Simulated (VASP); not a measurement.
Runs of VASP 6.6.1 on AgCl. The structure is that of space group Cmcm (No. 63), or close to it. The cells are those of the table. 

```csv
task,cell,gap on the mesh (eV),pressure (GPa),largest force (eV/Å)
single point,"a = 5.845, b = 5.881, c = 3.924 Å, angles 89.3, 90.4, 142.8°, 4 atoms",0.34,-3.0,0.03
electric field gradients,"a = 5.883, b = 5.883, c = 3.937 Å, angles 90.0, 90.0, 142.8°, 4 atoms",0.34,-3.4,0.04
single point,"a = 5.863, b = 5.863, c = 3.846 Å, angles 90.0, 90.0, 142.8°, 4 atoms",0.33,-1.8,0.03
single point,"a = 5.863, b = 5.863, c = 3.963 Å, angles 90.0, 90.0, 142.8°, 4 atoms",0.34,-3.5,0.04
single point,"a = 5.863, b = 5.863, c = 4.042 Å, angles 90.0, 90.0, 142.8°, 4 atoms",(a),(b),0.06
```

Alike in all rows: level PBEsol; potentials or basis VASP PAW PBE potentials, release 64 (Ag, Cl); no spin polarisation; k mesh 9 × 9 × 8; cutoff (eV) 520; smearing fermi-dirac 0.03 eV.

Q: Fill in the values left out.

A: (a) 0.35; (b) -4.4.

Caveats: semilocal functionals underestimate gaps, and a narrow one can read as zero; the PAW data sets were made with another functional, which shifts forces and pressure a little; the cell stands under tension (at least some runs).

A k mesh can miss the band edges, and the runs leave out spin-orbit coupling on Ag.
